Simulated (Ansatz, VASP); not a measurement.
**BAs in VASP and in Ansatz**

```xyz
2
Lattice="0.0000 2.6811 1.8956 2.6811 0.0000 1.8956 2.6811 2.6811 0.0000" Properties=species:S:1:pos:R:3 pbc="T T T"
B     0.0000    0.0000    0.0000
As    4.0217    4.0217    2.8433
```

Alike in both runs: task single point; functional r2SCAN; k mesh 12 × 12 × 12; occupations gaussian, width 0.05 eV; no spin polarisation.

|  | VASP | Ansatz |
| --- | --- | --- |
| version | VASP 6.6.1 | Ansatz 0.2.0 |
| potentials or method | VASP PAW PBE potentials, release 64 (B, As), cutoff 520 eV | scalar-relativistic, plane waves, PAW |
| valence electrons in the cell | 8 | 18 |

```csv
,VASP,Ansatz,Ansatz less VASP
gap on the k mesh at the Fermi level (eV),none,none,-
pressure (GPa),-2.2,-2.3,-0.14
"traceless stress, the component that is largest in VASP (GPa)",23.68,23.74,+0.054
```

VASP's potentials were made for PBE, not for r2SCAN. A gap of «none» marks a metal or a gap that the smearing closes. With one functional, cell and mesh, what is left measures potentials, basis and numerics. VASP's potentials hold 8 valence electrons a cell and Ansatz's 18, so a difference there can come from the potentials and not from the codes.
